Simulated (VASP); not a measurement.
A run of VASP 6.6.1 is set up as follows.

The input INCAR:

```
SYSTEM = Zn2PtF6
PREC = Accurate
ENCUT = 600
EDIFF = 1E-6
ISMEAR = 0
SIGMA = 0.1
LREAL = .FALSE.
LASPH = .TRUE.
NELM = 120
ALGO = Normal
ISIF = 2
LWAVE = .FALSE.
LCHARG = .TRUE.
GGA = PE
LELF = .TRUE.
LVHAR = .TRUE.
NBANDS = 52
GGA_COMPAT = .FALSE.
```

Contents of KPOINTS:

```
regular mesh
0
G
  4 4 4
  0 0 0
```

File POSCAR:

```
Zn2PtF6
1.0
    0.0000000000      4.0470149061      4.0470149061
    4.0470149061      0.0000000000      4.0470149061
    4.0470149061      4.0470149061      0.0000000000
Zn Pt F
2 1 6
Direct
    0.2500000000      0.2500000000      0.2500000000
    0.7500000000      0.7500000000      0.7500000000
    0.0000000000      0.0000000000      0.0000000000
    0.2416630528      0.7583369472      0.2416630528
    0.2416630528      0.7583369472      0.7583369472
    0.7583369472      0.7583369472      0.2416630528
    0.7583369472      0.2416630528      0.2416630528
    0.2416630528      0.2416630528      0.7583369472
    0.7583369472      0.2416630528      0.7583369472
```

Potentials or basis: VASP PAW PBE potentials, release 64 (Zn, Pt_sv_GW, F).

Run with:

```sh
$ cat potpaw_PBE.64/Zn/POTCAR potpaw_PBE.64/Pt_sv_GW/POTCAR potpaw_PBE.64/F/POTCAR > POTCAR
$ mpirun -np 1 vasp_std > vasp.out
```

Question: Estimate the largest force.

Answer: 0.087 eV/Å.

Question: What does it give for the pressure?

Answer: 0.2 GPa.

Question: Predict the band gap on the k mesh.

Answer: Zero (bands 42 and 43 overlap by 0.63 eV).

Forces on the atoms (eV/Å):
```
Zn   0.000  0.000  0.000
Zn   0.000  0.000  0.000
Pt   0.000  0.000  0.000
F    0.000  0.087  0.000
F   -0.087  0.000  0.000
F    0.000  0.000 -0.087
F    0.087  0.000  0.000
F    0.000  0.000  0.087
F    0.000 -0.087  0.000
```

Caveat: spin-orbit coupling is left out, which moves the levels of the heavy elements.
